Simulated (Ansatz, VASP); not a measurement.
## In: VASP beside Ansatz

Contents of INCAR:

```
  ALGO = Normal
  EDIFF = 1E-6
  ENCUT = 520
  GGA = RP
  ISIF = 2
  ISMEAR = -1
  LASPH = True
  LCHARG = False
  LREAL = False
  LWAVE = False
  NBANDS = 12
  NELM = 80
  PREC = Accurate
  SIGMA = 0.1
```

KPOINTS

```
k-points
0
Gamma
  13 13 13
```

File POSCAR:

```
In
1.0
   -1.9133498076      1.9133498076      1.9133498076
    1.9133498076     -1.9133498076      1.9133498076
    1.9133498076      1.9133498076     -1.9133498076
In
1
Direct
    0.0000000000      0.0000000000      0.0000000000
```

Input for Ansatz:

```yaml
crystal:
  lattice:
    - [-1.9133498076, 1.9133498076, 1.9133498076]
    - [1.9133498076, -1.9133498076, 1.9133498076]
    - [1.9133498076, 1.9133498076, -1.9133498076]
  atoms:
    - { symbol: In, position: [0.0, 0.0, 0.0] }
hamiltonian:
  xc: rpbe
  pseudopotentials:
    kind: paw
    azcp:
      In: "pseudopotentials/In.paw.azcp"
basis:
  ecutwfc: 420
  fft_grid_basis: typed
kpoints:
  mp_grid: { grid: [13, 13, 13], shift: [0, 0, 0] }
magnetization:
  spin_polarized: false
scf:
  occupations: { method: fermi_dirac, width: 0.1 }
  lower_state_search: "off"
output:
  stress: true
```

Alike in both runs: task single point; functional RPBE; k mesh 13 × 13 × 13; occupations fermi-dirac, width 0.1 eV; no spin polarisation.

|  | VASP | Ansatz |
| --- | --- | --- |
| version | VASP 6.6.1 | Ansatz 0.2.0 |
| potentials or method | VASP PAW PBE potentials, release 64 (In_d), cutoff 520 eV | plane waves (420 eV) with PAW, scalar-relativistic |
| valence electrons in the cell | 13 | 13 |

|  | VASP | Ansatz | Ansatz less VASP |
| --- | --- | --- | --- |
| pressure (GPa) | 1.1 | 1.2 | +0.06 |

VASP's potentials were made for PBE, not for RPBE. With one functional, cell and mesh, what is left measures potentials, basis and numerics.
